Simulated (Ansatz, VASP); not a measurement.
# Two plane-wave programs on AgAu2

Contents of INCAR:

```
SYSTEM = AgAu2
PREC = Accurate
ENCUT = 600
EDIFF = 1E-6
ISMEAR = 0
SIGMA = 0.1
LREAL = .False.
LASPH = .True.
NELM = 80
ALGO = Fast
ISIF = 3
LWAVE = .False.
LCHARG = .False.
GGA = PE
IBRION = 2
NSW = 90
EDIFFG = -0.04
```

The input KPOINTS:

```
Automatic mesh
0
Gamma
  8 8 8
  0 0 0
```

Contents of POSCAR:

```
AgAu2
1.0
   -1.3823993774      2.2463971324      4.3429327107
    1.3823993774     -2.2463971324      4.3429327107
    1.3823993774      2.2463971324     -4.3429327107
Ag Au
1 2
Direct
    0.0000000000      0.0000000000      0.0000000000
    0.6666306452      0.6666306452      0.0000000000
    0.3333693548      0.3333693548      0.0000000000
```

Input for Ansatz:

```yaml
crystal:
  lattice:
    - [-1.3823993774, 2.2463971324, 4.3429327107]
    - [1.3823993774, -2.2463971324, 4.3429327107]
    - [1.3823993774, 2.2463971324, -4.3429327107]
  atoms:
    - { symbol: Ag, position: [0.0, 0.0, 0.0] }
    - { symbol: Au, position: [0.6666306452, 0.6666306452, 0.0] }
    - { symbol: Au, position: [0.3333693548, 0.3333693548, 0.0] }
basis:
  ecutwfc: 420
kpoints:
  mp_grid: { grid: [8, 8, 8] }
hamiltonian:
  xc: pbe
scf:
  occupations: { method: gaussian, width: 0.1 }
  lower_state_search: "off"
output:
  forces: true
  stress: true
  eigenvalues: true
relax:
  adjacent_minimum: "off"
  f_tol: 0.04
  max_steps: 70
  cell: { stress_tol: 0.4 }
```

Alike in both runs: task relaxation of cell and atoms; functional PBE; k mesh 8 × 8 × 8; occupations gaussian, width 0.1 eV; no spin polarisation.

|  | VASP | Ansatz |
| --- | --- | --- |
| version | VASP 6.6.1 | Ansatz 0.2.0 |
| potentials or method | VASP PAW PBE potentials, release 64 (Ag, Au), cutoff 600 eV | scalar-relativistic, plane waves, PAW |
| valence electrons in the cell | 33 | 57 |

VASP gave:

```
gap on the k mesh at the Fermi level, each at its own relaxed structure (eV) : none
relaxed volume (Å³/atom)                                                     : 17.88
relaxed cell length with the largest relative difference (Å)                 : 5.068
```

Task: What did Ansatz give for the same quantities?

Result: gap on the k mesh at the Fermi level, each at its own relaxed structure (eV): none; relaxed volume (Å³/atom): 17.94; relaxed cell length with the largest relative difference (Å): 5.083.

A gap of «none» marks a metal or a gap that the smearing closes. VASP's potentials hold 33 valence electrons a cell and Ansatz's 57, so a difference there can come from the potentials and not from the codes.

Neither program's run includes spin-orbit coupling.
